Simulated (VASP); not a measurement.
# Pt (I4/mmm) in VASP: a series of runs, part 2 of 2

VASP 6.6.1. Earlier steps stand in the parts before.

## (3) Single point, r2SCAN

This run uses another cell than the first one, of 15.50 Å³/atom, 1.004 times its volume.

File POSCAR:

```
Pt
1.0
    4.0065530061      0.0000000000      0.0000000000
    0.0000000000      4.0065530061      0.0000000000
   -2.0032765031      0.0000000000      1.9310325418
Pt
2
Direct
    0.0000000000      0.0000000000      0.0000000000
    0.5000000000      0.5000000000      0.0000000000
```

File INCAR.step1:

```
SYSTEM = Pt
PREC     = Accurate       ! precision mode
ENCUT    = 520            ! plane-wave cutoff, eV
ISMEAR   = 0              ! smearing method
SIGMA    = 0.1            ! smearing width, eV
LREAL    = .False.        ! projectors in reciprocal space
LASPH    = .True.         ! aspherical terms in the spheres
NELM     = 100            ! most SCF steps
NBANDS   = 17             ! bands
GGA      = PE             ! functional
ALGO     = Normal         ! electronic algorithm
EDIFF    = 1E-4           ! SCF threshold, eV
LWAVE    = .True.         ! write WAVECAR
LCHARG   = .False.        ! write CHGCAR
```

File INCAR.step2:

```
SYSTEM = Pt
PREC     = Accurate       ! precision mode
ENCUT    = 520            ! plane-wave cutoff, eV
EDIFF    = 1E-6           ! SCF threshold, eV
ISMEAR   = 0              ! smearing method
SIGMA    = 0.1            ! smearing width, eV
LREAL    = .False.        ! projectors in reciprocal space
LASPH    = .True.         ! aspherical terms in the spheres
NELM     = 100            ! most SCF steps
ALGO     = Normal         ! electronic algorithm
ISIF     = 2              ! what is computed and relaxed
LWAVE    = .False.        ! write WAVECAR
LCHARG   = .False.        ! write CHGCAR
METAGGA  = R2SCAN         ! meta-GGA
LMIXTAU  = .True.       
NBANDS   = 17             ! bands
ISTART   = 1
```

File KPOINTS:

```
regular mesh
0
Gamma
  9 9 18
  0 0 0
```

Potentials or basis: VASP PAW PBE potentials, release 64 (Pt).

Started as:

```console
$ cat potpaw_PBE.64/Pt/POTCAR > POTCAR
$ cp INCAR.step1 INCAR
$ mpirun -np 1 vasp_std > vasp.out
$ cp INCAR.step2 INCAR
$ mpirun -np 1 vasp_std > vasp.out
```

OUTCAR:

```text
SYSTEM = Pt
   PREC = Accurate
   ENCUT = 520
   EDIFF = 1E-6
   ISMEAR = 0
   LREAL = .False.
   LASPH = .True.
   NELM = 100
   ISIF = 2
   METAGGA = R2SCAN
   ISTART = 1

 ion  position               nearest neighbor table
   1  0.000  0.000  0.000-   2 2.78   2 2.78   2 2.78   2 2.78   2 2.83   2 2.83   2 2.83   2 2.83

   2  0.500  0.500  0.000-   1 2.78   1 2.78   1 2.78   1 2.78   1 2.83   1 2.83   1 2.83   1 2.83

  LATTYP: Found a base centered orthorhombic cell.
 ALAT       =     3.8620650836
 B/A-ratio  =     1.0374120890
 C/A-ratio  =     1.0374120890

  Lattice vectors:

 A1 = (  -2.0032765031,   0.0000000000,   1.9310325418)
 A2 = (   2.0032765030,   0.0000000000,   1.9310325418)
 A3 = (   0.0000000000,   4.0065530061,   0.0000000000)

Analysis of symmetry for initial positions (statically):
=====================================================================
 Subroutine PRICEL returns following result:

  LATTYP: Found a body centered tetragonal cell.
 ALAT       =     2.8330607998
 C/A-ratio  =     1.3632129194

  Lattice vectors:

 A1 = (   0.0000000001,   2.0032765030,  -1.9310325418)
 A2 = (   0.0000000001,  -2.0032765031,  -1.9310325418)
 A3 = (  -2.0032765031,   0.0000000000,   1.9310325418)

   2 primitive cells build up your supercell.

 Routine SETGRP: Setting up the symmetry group for a
 base centered orthorhombic supercell.

 Subroutine GETGRP returns: Found  8 space group operations
 (whereof  8 operations were pure point group operations)
 out of a pool of  8 trial point group operations.

The static configuration has the point symmetry D_2h.

Analysis of symmetry for dynamics (positions and initial velocities):
=====================================================================
 Subroutine PRICEL returns following result:

  LATTYP: Found a body centered tetragonal cell.
 ALAT       =     2.8330607998
 C/A-ratio  =     1.3632129194

  Lattice vectors:

 A1 = (   0.0000000001,   2.0032765030,  -1.9310325418)
 A2 = (   0.0000000001,  -2.0032765031,  -1.9310325418)
 A3 = (  -2.0032765031,   0.0000000000,   1.9310325418)

   2 primitive cells build up your supercell.

 Routine SETGRP: Setting up the symmetry group for a
 base centered orthorhombic supercell.

 Subroutine GETGRP returns: Found  8 space group operations
 (whereof  8 operations were pure point group operations)
 out of a pool of  8 trial point group operations.

The dynamic configuration has the point symmetry D_2h.

 Subroutine INISYM returns: Found  8 space group operations
 (whereof  8 operations are pure point group operations),
 and found     2 'primitive' translations

----------------------------------------------------------------------------------------

                                     Primitive cell

  volume of cell :      15.4989

  direct lattice vectors                    reciprocal lattice vectors
     0.000000000  2.003276503 -1.931032542    -0.249591107  0.249591107 -0.258928832
     0.000000000 -2.003276503 -1.931032542    -0.249591107 -0.249591107 -0.258928832
    -2.003276503  0.000000000  1.931032542    -0.499182214  0.000000000 -0.000000000

  length of vectors
[... 29 lines left out ...]

 Subroutine IBZKPT returns following result:
 ===========================================

 Found    250 irreducible k-points:

 Following reciprocal coordinates:
            Coordinates               Weight
  0.000000  0.000000  0.000000      1.000000
  0.111111  0.000000  0.000000      4.000000
  0.222222  0.000000  0.000000      4.000000
  0.333333  0.000000  0.000000      4.000000
  0.444444  0.000000  0.000000      4.000000
  0.000000  0.111111  0.000000      2.000000
[... 16 lines left out ...]
  0.222222  0.444444  0.000000      8.000000
  0.333333  0.444444  0.000000      8.000000
 [... further k-points ...]
   k-points           NKPTS =    250   k-points in BZ     NKDIM =    250   number of bands    NBANDS=     17
   number of dos      NEDOS =    301   number of ions     NIONS =      2
   total plane-waves  NPLWV =  21600
   dimension x,y,z NGX =    30 NGY =   30 NGZ =   24
   dimension x,y,z NGXF=    60 NGYF=   60 NGZF=   48
   ions per type =               2
   NGX,Y,Z   is equivalent  to a cutoff of  12.45, 12.45, 14.34 a.u.
   NGXF,Y,Z  is equivalent  to a cutoff of  24.90, 24.90, 28.68 a.u.
 SYSTEM =  Pt
   PREC   = accura    normal or accurate (medium, high low for compatibility)
   ISTART =      1    job   : 0-new  1-cont  2-samecut
   ICHARG =      0    charge: 1-file 2-atom 10-const
   ISPIN  =      1    spin polarized calculation?
   LNONCOLLINEAR =      F non collinear calculations
   LSORBIT =      F    spin-orbit coupling
   LASPH  =      T    aspherical Exc in radial PAW
   ENCUT  =  520.0 eV  38.22 Ry    6.18 a.u.   7.45  7.45  5.17*2*pi/ulx,y,z
   NELM   =    100;   NELMIN=  2; NELMDL=  0     # of ELM steps
   EDIFF  = 0.1E-05   stopping-criterion for ELM
   LREAL  =      F    real-space projection
   EDIFFG = 0.1E-04   stopping-criterion for IOM
   NSW    =      0    number of steps for IOM
   IBRION =     -1    ionic relax: 0-MD 1-quasi-New 2-CG
   NFREE  =      0    steps in history (QN), initial steepest desc. (CG)
   ISIF   =      2    stress and relaxation
   ISYM   =      2    0-nonsym 1-usesym 2-fastsym
   POTIM  = 0.5000    time-step for ionic-motion
   TEBEG  =    0.0;   TEEND  =   0.0 temperature during run
   PSTRESS=    0.0 pullay stress
   NELECT =      20.0000    total number of electrons
   NUPDOWN=      -1.0000    fix difference up-down
   EMIN   =  10.00;   EMAX   =-10.00  energy-range for DOS
   EFERMI =   0.00;   METHOD = LEGACY
   ISMEAR =     0;   SIGMA  =   0.10  broadening in eV -4-tet -1-fermi 0-gaus
   EFERMI_NEDOS =   21; number of points for ismear=-14 and -15
   IALGO  =     38    algorithm
   IMIX   =      4    mixing-type and parameters
     AMIX     =   0.40;   BMIX     =  1.00
     AMIX_MAG =   1.60;   BMIX_MAG =  1.00
  volume/ion in A,a.u.               =      15.50       104.59
  Fermi-wavevector in a.u.,A,eV,Ry     =   1.414624  2.673252 27.227451  2.001161
  Thomas-Fermi vector in A             =   2.536147
   LORBIT       =      0    0 simple, 1 ext, 2 COOP (PROOUT), +10 PAW based schemes
   METAGGA = R2SCAN    functional components
   LHFCALC =     F    Hartree Fock is set to
   AEXX    =    0.0000 exact exchange contribution
   IVDW    =     0    specifies the selected vdW correction
   LEPSILON=     F    determine dielectric tensor
   LRPA    =     F    only Hartree local field effects (RPA)
 non-spin polarized calculation
 Gauss-broadening in eV      SIGMA  =   0.10
  energy-cutoff  :      520.00
  volume of cell :       31.00
 maximum number of plane-waves:       864
 NGX is ok and might be reduce to    30
   NGX = 15   NGY = 15   NGZ = 11

 number of electron      20.0000002 magnetization

 Free energy of the ion-electron system (eV)
  ---------------------------------------------------
  ext. energy  EPLUGINS =         0.00000000
  ---------------------------------------------------
  free energy    TOTEN  =      -102.99905528 eV

  energy without entropy =     -102.98059400  energy(sigma->0) =     -102.98982464

 E-fermi :  10.4882     XC(G=0): -14.4410

 val. band max:       10.4720327125   @ k =   0.2222   0.0000   0.0000
 cond. band min:      10.4884963743   @ k =   0.2222   0.1111   0.2778
 fundamental gap:      0.0164636618
 Fermi energy:        10.4881786565

 k-point     1 :       0.0000    0.0000    0.0000
  band No.  band energies     occupation
      1       0.3181      2.00000
      2       3.4875      2.00000
      3       3.9400      2.00000
      4       6.6240      2.00000
      5       6.6240      2.00000
      6       7.0302      2.00000
[... 457 lines left out ...]
      4       6.5841      2.00000
      5       7.0916      2.00000
      6       7.2076      2.00000
[... 9 lines left out ...]
     16      26.5131      0.00000
     17      29.5529      0.00000

 [... further k-points ...]

------------------------ aborting loop because EDIFF is reached ----------------------------------------

  FORCE on cell =-STRESS in cart. coord.  units (eV):
  Direction    XX          YY          ZZ          XY          YZ          ZX
  --------------------------------------------------------------------------------------
  -------------------------------------------------------------------------------------
  Total       -0.7395838     -0.7396730     -0.1345464      0.0000000      0.0000000      0.0000000
  in kB      -38.2266790    -38.2312918     -6.9542684      0.0000000      0.0000000      0.0000000
  external PRESSURE =     -27.8040797 kB  Pullay stress =       0.0000000 kB

 VOLUME and BASIS-vectors are now :
 -----------------------------------------------------------------------------
  energy-cutoff  :      520.00
  volume of cell :       31.00
      direct lattice vectors                 reciprocal lattice vectors
     4.006553006  0.000000000  0.000000000     0.249591107  0.000000000  0.258928832
     0.000000000  4.006553006  0.000000000     0.000000000  0.249591107  0.000000000
    -2.003276503  0.000000000  1.931032542     0.000000000  0.000000000  0.517857663

 POSITION                                       TOTAL-FORCE (eV/Angst)
 -----------------------------------------------------------------------------------
      0.00000      0.00000      0.00000        -0.000000      0.000000      0.000000
      2.00328      2.00328      0.00000         0.000000     -0.000000     -0.000000
 -----------------------------------------------------------------------------------
    total drift:                                0.000000      0.000000     -0.000000

  FREE ENERGIE OF THE ION-ELECTRON SYSTEM (eV)
  ---------------------------------------------------
  free  energy   TOTEN  =      -102.9990552763 eV

  energy  without entropy=     -102.9805939993  energy(sigma->0) =     -102.98982464
```

Wall time 18 min (1 thread of AMD EPYC, shared host); peak memory 0.22 GiB.

Results:

```
Free energy            : -102.9991 eV
Pressure               : -2.8 GPa
Band gap on the k mesh : zero (band 10 reaches 11.15 eV, above the bottom of band 11 at 9.49 eV)
```

Caveat: the PAW data sets were made with another functional, which shifts forces and pressure a little; spin-orbit coupling is left out, which moves the levels of the heavy elements.

## (4) Single point, r2SCAN

File POSCAR:

```
Pt
1.0
    4.0065530061      0.0000000000      0.0000000001
    0.0000000000      4.0065530061      0.0000000000
   -2.0032765031      0.0000000000      1.9226189750
Pt
2
Direct
    0.0000000000      0.0000000000      0.0000000000
    0.5000000000      0.5000000000      0.0000000000
```

File INCAR.step1:

```
  PREC = Accurate
  ENCUT = 520
  ISMEAR = 0
  SIGMA = 0.1
  LREAL = F
  LASPH = T
  NELM = 100
  NBANDS = 17
  GGA = PE
  ALGO = Normal
  EDIFF = 1E-4
  LWAVE = T
  LCHARG = F
```

File INCAR.step2:

```
  PREC = Accurate
  ENCUT = 520
  EDIFF = 1E-6
  ISMEAR = 0
  SIGMA = 0.1
  LREAL = F
  LASPH = T
  NELM = 100
  ALGO = Normal
  ISIF = 2
  LWAVE = F
  LCHARG = T
  METAGGA = R2SCAN
  LMIXTAU = T
  LELF = T
  LVHAR = T
  NBANDS = 17
  ISTART = 1
```

File KPOINTS:

```
Automatic mesh
0
Gamma
  9 9 18
```

Started as:

```console
$ cat potpaw_PBE.64/Pt/POTCAR > POTCAR
$ cp INCAR.step1 INCAR
$ mpirun -np 1 vasp_std > vasp.out
$ cp INCAR.step2 INCAR
$ mpirun -np 1 vasp_std > vasp.out
```

Wall time 17 min (1 thread of AMD EPYC, shared host); peak memory 0.22 GiB.

The run converged. Its results:

```yaml
Free_energy: -102.9990 eV
Pressure: -1.6 GPa
Band_gap_on_the_k_mesh: zero (band 10 reaches 11.26 eV, above the bottom of band 11 at 9.56 eV)
```

Stress tensor (GPa, compression positive):
```
-2.74  0.00  0.00
 0.00 -2.74  0.00
 0.00  0.00  0.68
```

Levels at points of the mesh, in eV from the Fermi level:
```
           k point  band 8  band 9  band 10  band 11  band 12  band 13
(0.00, 0.00, 0.00)   -1.42   -0.06     0.29     0.69     1.74     8.75
(0.00, 0.00, 0.50)    0.54    0.54     0.69     1.74     2.56     8.75
```

Caveat: the PAW data sets were made with another functional, which shifts forces and pressure a little; spin-orbit coupling is left out, which moves the levels of the heavy elements.
